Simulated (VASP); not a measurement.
A run of VASP 6.6.1 is set up as follows.

The input INCAR:

```
SYSTEM = GaAs
  PREC = Accurate
  ENCUT = 520
  EDIFF = 1E-8
  ISMEAR = 0
  SIGMA = 0.01
  LREAL = .FALSE.
  LASPH = .TRUE.
  NELM = 100
  ALGO = Normal
  ISIF = 2
  LWAVE = .FALSE.
  LCHARG = .FALSE.
  GGA = PS
  IBRION = 8
  NSW = 1
  LEPSILON = .TRUE.
```

Contents of KPOINTS:

```
Automatic mesh
0
G
  12 12 12
  0 0 0
```

POSCAR

```
GaAs
1.0
    0.0000000000      2.5641651783      2.5641651783
    2.5641651783      0.0000000000      2.5641651783
    2.5641651783      2.5641651783      0.0000000000
Ga As
1 1
Direct
    0.0000000000      0.0000000000      0.0000000000
    0.7500000000      0.7500000000      0.7500000000
```

Potentials or basis: VASP PAW PBE potentials, release 64 (Ga_d, As).

Run with:

```console
$ cat potpaw_PBE.64/Ga_d/POTCAR potpaw_PBE.64/As/POTCAR > POTCAR
$ mpirun -np 1 vasp_std > vasp.out
```

Task: Predict the electronic dielectric tensor (diagonal).

Result: 10.81.

Task: What does it give for the Born charges (mean of the diagonal)?

Result: Ga +1.60; As -1.60 e.

Task: What does it give for the highest phonon frequency at Γ, LO-TO splitting left out?

Result: 373 cm⁻¹.

Born effective charge tensors (e):
atom 1, Ga
```
1.60 0.00 0.00
0.00 1.60 0.00
0.00 0.00 1.60
```
atom 2, As
```
-1.60  0.00  0.00
 0.00 -1.60  0.00
 0.00  0.00 -1.60
```

Caveat: the cell stands under pressure or tension, which shifts response properties.
